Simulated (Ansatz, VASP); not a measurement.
# Ir: VASP beside Ansatz

POSCAR

```
Ir
1.0
    0.0000000000      2.0265643084      1.7225796622
    2.0265643084      0.0000000000      1.7225796622
    2.0265643084      2.0265643084      0.0000000000
Ir
1
Direct
    0.0000000000      0.0000000000      0.0000000000
```

File INCAR.step1:

```
  PREC = Accurate
  ENCUT = 620
  ISMEAR = 0
  SIGMA = 0.15
  LREAL = False
  LASPH = True
  NELM = 120
  NBANDS = 14
  GGA = PE
  ALGO = Normal
  EDIFF = 1E-5
  LWAVE = True
  LCHARG = False
  GGA_COMPAT = False
```

Contents of INCAR.step2:

```
  PREC = Accurate
  ENCUT = 620
  EDIFF = 1E-6
  ISMEAR = 0
  SIGMA = 0.15
  LREAL = False
  LASPH = True
  NELM = 120
  ALGO = Normal
  ISIF = 2
  LWAVE = False
  LCHARG = False
  METAGGA = R2SCAN
  LMIXTAU = True
  NBANDS = 14
  ISTART = 1
  GGA_COMPAT = False
```

Contents of KPOINTS:

```
regular mesh
0
Gamma
  24 24 24
```

Input for Ansatz:

```yaml
crystal:
  lattice:
    - [0.0, 2.0265643084, 1.7225796622]
    - [2.0265643084, 0.0, 1.7225796622]
    - [2.0265643084, 2.0265643084, 0.0]
  atoms:
    - { symbol: Ir, position: [0.0, 0.0, 0.0] }
basis:
  ecutwfc: 500
kpoints:
  mp_grid: { grid: [24, 24, 24] }
hamiltonian:
  xc: r2scan
scf:
  occupations: { method: gaussian, width: 0.15 }
output:
  forces: true
  stress: true
  eigenvalues: true
```

Alike in both runs: task single point; functional r2SCAN; k mesh 24 × 24 × 24; occupations gaussian, width 0.15 eV; no spin polarisation.

|  | VASP | Ansatz |
| --- | --- | --- |
| version | VASP 6.6.1 | Ansatz 0.2.0 |
| potentials or method | VASP PAW PBE potentials, release 64 (Ir_sv_GW), cutoff 620 eV | scalar-relativistic, plane waves, PAW |
| valence electrons in the cell | 17 | 17 |

|  | VASP | Ansatz | Ansatz less VASP |
| --- | --- | --- | --- |
| gap on the k mesh at the Fermi level (eV) | none | none | - |
| pressure (GPa) | 5.5 | 6.4 | +0.91 |
| traceless stress, the component that is largest in VASP (GPa) | 32.71 | 32.72 | +0.012 |

VASP's potentials were made for PBE, not for r2SCAN. A gap of «none» marks a metal or a gap that the smearing closes. The functional is the same, so the differences come from potentials, cutoffs and numerics.

Spin-orbit coupling is off throughout.
